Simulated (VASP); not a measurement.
The system is SnP4.

```xyz
5
Lattice="4.7922 0.0000 0.0000 0.0000 4.7922 0.0000 0.0000 0.0000 4.7922" Properties=species:S:1:pos:R:3 pbc="T T T"
Sn    2.3961    2.3961    2.3961
P     0.0000    2.3961    2.3961
P     2.3961    0.0000    2.3961
P     2.3961    2.3961    0.0000
P     0.0000    0.0000    0.0000
```

The cell was generated, and may not be a known phase.

```yaml
Program: VASP 6.6.1
Task: relaxation of cell and atoms
Functional: PBE
Potentials_or_basis: VASP PAW PBE potentials, release 64 (Sn_d, P)
Cutoff: 600 eV
k_mesh: 4 × 4 × 4
Occupations: gaussian, width 0.1 eV
Spin: no spin polarisation
```

At the start: pressure 7.2 GPa; volume 22.01 Å³/atom.

How do energy, volume and symmetry change on relaxing?

Over 3 steps the energy falls by 49.6 meV/atom and the volume is 24.45 Å³/atom (+11.1 %); space group Pm-3m (No. 221, to 0.1 Å) before and after.

The path:
| step | energy change (eV) | largest force (eV/Å) | pressure (GPa) | volume (Å³) |
| --- | --- | --- | --- | --- |
| 1 | 0.0000 | 0.0000 | 7.20 | 110.05 |
| 2 | -0.2257 | 0.0000 | -1.63 | 126.58 |
| 3 | -0.2479 | 0.0000 | 0.02 | 122.26 |

Final structure:
```
CELL_PARAMETERS angstrom
4.96318 0.00000 0.00000
0.00000 4.96318 0.00000
0.00000 0.00000 4.96318
ATOMIC_POSITIONS crystal
Sn 0.50000 0.50000 0.50000
P 0.00000 0.50000 0.50000
P 0.50000 0.00000 0.50000
P 0.50000 0.50000 0.00000
P 0.00000 0.00000 0.00000
```
